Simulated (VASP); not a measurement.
A run of VASP 6.6.1:

The input INCAR:

```
PREC = Accurate
ENCUT = 600
EDIFF = 1E-6
ISMEAR = -1
SIGMA = 0.05
LREAL = False
LASPH = True
NELM = 80
ALGO = Normal
ISIF = 3
LWAVE = False
LCHARG = False
GGA = RP
IVDW = 13
IBRION = 2
NSW = 80
EDIFFG = -0.02
```

The input KPOINTS:

```
regular mesh
0
Gamma
  10 10 10
```

POSCAR

```
WC
1.0
    0.0000000000      2.1926840000      2.1926840000
    2.1926840000      0.0000000000      2.1926840000
    2.1926840000      2.1926840000      0.0000000000
W C
1 1
Direct
    0.0000000000      0.0000000000      0.0000000000
    0.5000000000      0.5000000000      0.5000000000
```

Potentials or basis: VASP PAW PBE potentials, release 64 (W_sv, C).

Run with:

```sh
$ cat potpaw_PBE.64/W_sv/POTCAR potpaw_PBE.64/C/POTCAR > POTCAR
$ mpirun -np 1 vasp_std > vasp.out
```

Hardware: 1 thread of Intel Xeon 6975P-C, with other jobs on the host.

Q: Estimate the wall time of this run.

A: It took 25 s on 1 thread of Intel Xeon 6975P-C, with other jobs on the host, peak memory 0.18 GiB. Counts: scf iterations 29, k points 47, ion steps 3.
